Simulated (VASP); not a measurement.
A run of VASP 6.6.1 is set up as follows.

INCAR

```
ALGO     = Normal         # electronic algorithm
EDIFF    = 1E-6           # SCF threshold, eV
ENCUT    = 520            # plane-wave cutoff, eV
GGA      = PE             # functional
ISIF     = 2              # what is computed and relaxed
ISMEAR   = -1             # smearing method
LASPH    = True           # aspherical terms in the spheres
LCHARG   = False          # write CHGCAR
LREAL    = False          # projectors in reciprocal space
LWAVE    = False          # write WAVECAR
NBANDS   = 28             # bands
NELM     = 100            # most SCF steps
PREC     = Accurate       # precision mode
SIGMA    = 0.02           # smearing width, eV
```

KPOINTS

```
k-points
0
Gamma
  6 6 4
```

File POSCAR:

```
SnGeTe2
1.0
    4.3967367179      0.0000000000      0.0000000000
    0.0000000000      4.3967367179      0.0000000000
    0.0000000000      0.0000000000      6.2330565822
Ge Te Sn
1 2 1
Direct
    0.0000000000      0.0000000000      0.0000000000
    0.0000000000      0.0000000000      0.5000000000
    0.5000000000      0.5000000000      0.0000000000
    0.5000000000      0.5000000000      0.5000000000
```

Potentials or basis: VASP PAW PBE potentials, release 64 (Ge_d, Te, Sn_d).

Command:

```sh
$ cat potpaw_PBE.64/Ge_d/POTCAR potpaw_PBE.64/Te/POTCAR potpaw_PBE.64/Sn_d/POTCAR > POTCAR
$ mpirun -np 1 vasp_std > vasp.out
```

Task: Estimate the band gap on the k mesh.

Result: 0.04 eV, direct.

Task: Estimate the pressure.

Result: 0.0 GPa.

Caveat: spin-orbit coupling is left out, which moves the levels of the heavy elements. A k mesh can miss the band edges.
